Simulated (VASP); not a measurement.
# Te (P3_121) in VASP: further runs

Te is run at these levels: LDA; tasks: single point.

All numbers are computed with VASP 6.6.1; they aren't measurements. Logs are shortened: lines on timing, memory, paths and dates and some standing lists are left out, and cuts for length are marked.

## Step 1: The cell of the first run

It takes space group P3_121 (No. 152, trigonal). The conventional cell has a = 4.324 Å, b = 4.324 Å, c = 5.925 Å, α = 90.00°, β = 90.00°, γ = 120.00°. Te (site symmetry 2) has 6 Te at 2.75 to 3.46 Å within 3.6 Å.

## Step 2: Single point, LDA (equal xx and yy strain of -3 %)

File INCAR:

```
ALGO = Normal
EDIFF = 1E-6
ENCUT = 520
ISIF = 2
ISMEAR = -1
LASPH = T
LCHARG = T
LELF = T
LREAL = F
LVHAR = T
LWAVE = F
NBANDS = 16
NELM = 100
PREC = Accurate
SIGMA = 0.08
```

File KPOINTS:

```
k-points
0
Gamma
  9 9 6
```

File POSCAR:

```
Te
1.0
    4.3242594749      0.0000000000      0.0000000000
   -2.1621297375      3.7449185579      0.0000000000
    0.0000000000      0.0000000000      5.9250000000
Te
3
Direct
    0.7450000000      0.0000000000      0.3333333333
    0.0000000000      0.7450000000      0.6666666667
    0.2550000000      0.2550000000      0.0000000000
```

Potentials or basis: VASP PAW LDA potentials, release 64 (Te).

Launch:

```
> cat potpaw_LDA.64/Te/POTCAR > POTCAR
> mpirun -np 1 vasp_std > vasp.out
```

OUTCAR:

```text
EDIFF = 1E-6
   ENCUT = 520
   ISIF = 2
   ISMEAR = -1
   LASPH = T
   LREAL = F
   NELM = 100
   PREC = Accurate

 ion  position               nearest neighbor table
   1  0.745  0.000  0.333-   3 2.75   2 2.75   3 3.46   3 3.46   2 3.46   2 3.46
   2  0.000  0.745  0.667-   3 2.75   1 2.75   3 3.46   3 3.46   1 3.46   1 3.46
   3  0.255  0.255  0.000-   1 2.75   2 2.75   2 3.46   1 3.46   2 3.46   1 3.46

  LATTYP: Found a hexagonal cell.
 ALAT       =     4.3242594749
 C/A-ratio  =     1.3701767978

  Lattice vectors:

 A1 = (   4.3242594749,   0.0000000000,   0.0000000000)
 A2 = (  -2.1621297375,   3.7449185579,   0.0000000000)
 A3 = (   0.0000000000,   0.0000000000,   5.9250000000)

Analysis of symmetry for initial positions (statically):
=====================================================================
 Subroutine PRICEL returns:
 Original cell was already a primitive cell.

 Routine SETGRP: Setting up the symmetry group for a
 hexagonal supercell.

 Subroutine GETGRP returns: Found  6 space group operations
 (whereof  2 operations were pure point group operations)
 out of a pool of 24 trial point group operations.

The static configuration has the point symmetry C_2 .
 The point group associated with its full space group is D_3 .

Analysis of symmetry for dynamics (positions and initial velocities):
=====================================================================
 Subroutine PRICEL returns:
 Original cell was already a primitive cell.

 Routine SETGRP: Setting up the symmetry group for a
 hexagonal supercell.

 Subroutine GETGRP returns: Found  6 space group operations
 (whereof  2 operations were pure point group operations)
 out of a pool of 24 trial point group operations.

The dynamic configuration has the point symmetry C_2 .
 The point group associated with its full space group is D_3 .

 Subroutine INISYM returns: Found  6 space group operations
 (whereof  2 operations are pure point group operations),
 and found     1 'primitive' translations

----------------------------------------------------------------------------------------

                                     Primitive cell

  volume of cell :      95.9494

  direct lattice vectors                    reciprocal lattice vectors
     4.324259475  0.000000000  0.000000000     0.231253468  0.133514252  0.000000000
    -2.162129737  3.744918558  0.000000000     0.000000000  0.267028504  0.000000000
     0.000000000  0.000000000  5.925000000     0.000000000  0.000000000  0.168776371

  length of vectors
     4.324259475  4.324259475  5.925000000     0.267028504  0.267028504  0.168776371
[... 85 lines left out ...]
   EDIFFG = 0.1E-04   stopping-criterion for IOM
   NSW    =      0    number of steps for IOM
   IBRION =     -1    ionic relax: 0-MD 1-quasi-New 2-CG
   NFREE  =      0    steps in history (QN), initial steepest desc. (CG)
   ISIF   =      2    stress and relaxation
   ISYM   =      2    0-nonsym 1-usesym 2-fastsym
   POTIM  = 0.5000    time-step for ionic-motion
   TEBEG  =    0.0;   TEEND  =   0.0 temperature during run
   PSTRESS=    0.0 pullay stress
   NELECT =      18.0000    total number of electrons
   NUPDOWN=      -1.0000    fix difference up-down
   EMIN   =  10.00;   EMAX   =-10.00  energy-range for DOS
   EFERMI =   0.00;   METHOD = LEGACY
   ISMEAR =    -1;   SIGMA  =   0.08  broadening in eV -4-tet -1-fermi 0-gaus
   EFERMI_NEDOS =   21; number of points for ismear=-14 and -15
   IALGO  =     38    algorithm
   IMIX   =      4    mixing-type and parameters
     AMIX     =   0.40;   BMIX     =  1.00
     AMIX_MAG =   1.60;   BMIX_MAG =  1.00
  volume/ion in A,a.u.               =      31.98       215.83
  Fermi-wavevector in a.u.,A,eV,Ry     =   0.937170  1.770994 11.949817  0.878287
  Thomas-Fermi vector in A             =   2.064253
   LORBIT       =      0    0 simple, 1 ext, 2 COOP (PROOUT), +10 PAW based schemes
   GGA     = CA    functional components
   LHFCALC =     F    Hartree Fock is set to
   AEXX    =    0.0000 exact exchange contribution
   IVDW    =     0    specifies the selected vdW correction
   LEPSILON=     F    determine dielectric tensor
   LRPA    =     F    only Hartree local field effects (RPA)
 non-spin polarized calculation
  energy-cutoff  :      520.00
  volume of cell :       95.95
 maximum number of plane-waves:      2602
   NGX = 17   NGY = 17   NGZ = 23

 number of electron      17.9999999 magnetization

 Free energy of the ion-electron system (eV)
  ---------------------------------------------------
  ext. energy  EPLUGINS =         0.00000000
  ---------------------------------------------------
  free energy    TOTEN  =       -11.26355639 eV

  energy without entropy =      -11.26124982  energy(sigma->0) =      -11.26240310

 E-fermi :   6.6044     XC(G=0):  -9.5398

 val. band max:        6.5394466577   @ k =   0.3333   0.3333   0.5000
 cond. band min:       7.1077778603   @ k =   0.0000   0.0000   0.5000
 fundamental gap:      0.5683312026
 Fermi energy:         6.6043872079

 k-point     1 :       0.0000    0.0000    0.0000
  band No.  band energies     occupation
      1      -7.6644      2.00000
      2      -4.0801      2.00000
      3      -4.0801      2.00000
      4       3.3491      2.00000
      5       3.6745      2.00000
      6       3.6745      2.00000
[... 433 lines left out ...]
      3      -3.3835      2.00000
      4       1.6092      2.00000
      5       2.1103      2.00000
      6       3.2684      2.00000
[... 8 lines left out ...]
     15      12.8711      0.00000
     16      13.5378      0.00000

 [... further k-points ...]

------------------------ aborting loop because EDIFF is reached ----------------------------------------

  FORCE on cell =-STRESS in cart. coord.  units (eV):
  Direction    XX          YY          ZZ          XY          YZ          ZX
  --------------------------------------------------------------------------------------
  -------------------------------------------------------------------------------------
  Total        1.2831555      1.2831555      2.2943648     -0.0000000      0.0000000     -0.0000000
  in kB       21.4263112     21.4263112     38.3116257     -0.0000000      0.0000000     -0.0000000
  external PRESSURE =      27.0547494 kB  Pullay stress =       0.0000000 kB

 VOLUME and BASIS-vectors are now :
 -----------------------------------------------------------------------------
  energy-cutoff  :      520.00
  volume of cell :       95.95
      direct lattice vectors                 reciprocal lattice vectors
     4.324259475  0.000000000  0.000000000     0.231253468  0.133514252  0.000000000
    -2.162129737  3.744918558  0.000000000     0.000000000  0.267028504  0.000000000
     0.000000000  0.000000000  5.925000000     0.000000000  0.000000000  0.168776371

 POSITION                                       TOTAL-FORCE (eV/Angst)
 -----------------------------------------------------------------------------------
      3.22157      0.00000      1.97500        -0.893686     -0.000000     -0.000000
     -1.61079      2.78996      3.95000         0.446843     -0.773955      0.000000
      0.55134      0.95495      0.00000         0.446843      0.773955     -0.000000
 -----------------------------------------------------------------------------------
    total drift:                                0.000000      0.000000      0.000000

  FREE ENERGIE OF THE ION-ELECTRON SYSTEM (eV)
  ---------------------------------------------------
  free  energy   TOTEN  =       -11.2635563901 eV

  energy  without entropy=      -11.2612498165  energy(sigma->0) =      -11.26240310
```

OSZICAR:

```text
N       E                     dE             d eps       ncg     rms          rms(c)
DAV:   1     0.720451212519E+02    0.72045E+02   -0.65290E+03  1984   0.905E+02
DAV:   2    -0.656843313897E+01   -0.78614E+02   -0.74416E+02  2592   0.135E+02
DAV:   3    -0.112406739096E+02   -0.46722E+01   -0.46495E+01  2512   0.377E+01
DAV:   4    -0.113225723524E+02   -0.81898E-01   -0.81889E-01  3032   0.577E+00
DAV:   5    -0.113233649673E+02   -0.79261E-03   -0.79261E-03  2656   0.486E-01    0.139E+01
DAV:   6    -0.112801157963E+02    0.43249E-01   -0.22261E-02  2552   0.830E-01    0.880E+00
DAV:   7    -0.112646533562E+02    0.15462E-01   -0.47179E-02  2344   0.117E+00    0.340E-01
DAV:   8    -0.112635389724E+02    0.11144E-02   -0.86587E-03  2256   0.523E-01    0.187E-01
DAV:   9    -0.112635596798E+02   -0.20707E-04   -0.26194E-04  2832   0.101E-01    0.133E-01
DAV:  10    -0.112635650888E+02   -0.54089E-05   -0.25741E-05  2520   0.313E-02    0.286E-02
DAV:  11    -0.112635568517E+02    0.82370E-05   -0.13353E-05  2360   0.224E-02    0.142E-02
DAV:  12    -0.112635563901E+02    0.46159E-06   -0.26097E-06  2336   0.898E-03
   1 F= -.11263556E+02 E0= -.11262403E+02  d E =-.230657E-02
```

Wall time 57 s (1 thread of Intel Xeon Platinum 8259CL at 2.50GHz (Skylake/Cascade Lake), shared host); peak memory 0.22 GiB.

Results:

| Quantity | Value |
| --- | --- |
| Free energy | -11.2636 eV |
| Pressure | 2.7 GPa |
| Largest force | 0.894 eV/Å |
| Band gap on the k mesh | zero (filled and empty bands touch) |

Forces in eV/Å, atoms in the order of the input:
```
Te  -0.894  0.000  0.000
Te   0.447 -0.774  0.000
Te   0.447  0.774  0.000
```

Levels at points of the mesh, in eV from the Fermi level:
```csv
k point,band 5,band 6,band 7,band 8,band 9,band 10,band 11,band 12,band 13,band 14
"(0.00, 0.00, 0.00)",-2.93,-2.93,-1.75,-1.75,-0.68,1.01,1.01,1.84,4.62,4.62
"(0.00, 0.00, 0.50)",-2.77,-2.77,-1.51,-1.13,-1.13,0.50,0.77,0.77,3.68,5.28
```

Caveat: the cell differs from its parent crystal (equal xx and yy strain of -3 %); spin-orbit coupling is left out, which moves the levels of the heavy elements.

## Step 3: Single point, LDA (zz strain of -3 %)

File INCAR:

```
SYSTEM = Te
PREC = Accurate
ENCUT = 520
EDIFF = 1E-7
ISMEAR = -1
SIGMA = 0.08
LREAL = .False.
LASPH = .True.
NELM = 100
ALGO = Normal
ISIF = 2
LWAVE = .False.
LCHARG = .True.
LELF = .True.
LVHAR = .True.
NBANDS = 16
```

File KPOINTS:

```
regular mesh
0
Gamma
  9 9 6
  0 0 0
```

File POSCAR:

```
Te
1.0
    4.4579994587      0.0000000000      0.0000000000
   -2.2289997294      3.8607407813      0.0000000000
    0.0000000000      0.0000000000      5.7472500000
Te
3
Direct
    0.7450000000      0.0000000000      0.3333333333
    0.0000000000      0.7450000000      0.6666666667
    0.2550000000      0.2550000000      0.0000000000
```

Potentials or basis: VASP PAW LDA potentials, release 64 (Te).

Launch:

```
> cat potpaw_LDA.64/Te/POTCAR > POTCAR
> mpirun -np 1 vasp_std > vasp.out
```

It took 82 s on 1 thread of Intel Xeon Platinum 8259CL at 2.50GHz (Skylake/Cascade Lake), shared host; peak memory 0.23 GiB.

Results (log left out):

```yaml
Free_energy: -11.2557 eV
Pressure: 2.1 GPa
Largest_force: 0.818 eV/Å
Band_gap_on_the_k_mesh: 0.26 eV
```

Forces in eV/Å, atoms in the order of the input:
```
Te  -0.818  0.000  0.000
Te   0.409 -0.709  0.000
Te   0.409  0.709  0.000
```

Stress tensor (GPa, compression positive):
```
1.29 0.00 0.00
0.00 1.29 0.00
0.00 0.00 3.78
```

Levels at points of the mesh, in eV from the valence-band top:
| k point | band 5 | band 6 | band 7 | band 8 | band 9 | band 10 | band 11 | band 12 | band 13 | band 14 |
| --- | --- | --- | --- | --- | --- | --- | --- | --- | --- | --- |
| (0.00, 0.00, 0.00) | -3.04 | -3.04 | -1.85 | -1.85 | -0.74 | 1.10 | 1.10 | 1.61 | 4.75 | 4.75 |
| (0.00, 0.00, 0.50) | -2.92 | -2.92 | -1.48 | -1.30 | -1.30 | 0.56 | 0.58 | 0.58 | 3.93 | 5.14 |

Caveat: the cell differs from its parent crystal (zz strain of -3 %); spin-orbit coupling is left out, which moves the levels of the heavy elements; an odd mesh through Γ misses points on the zone boundary, where band edges can lie.
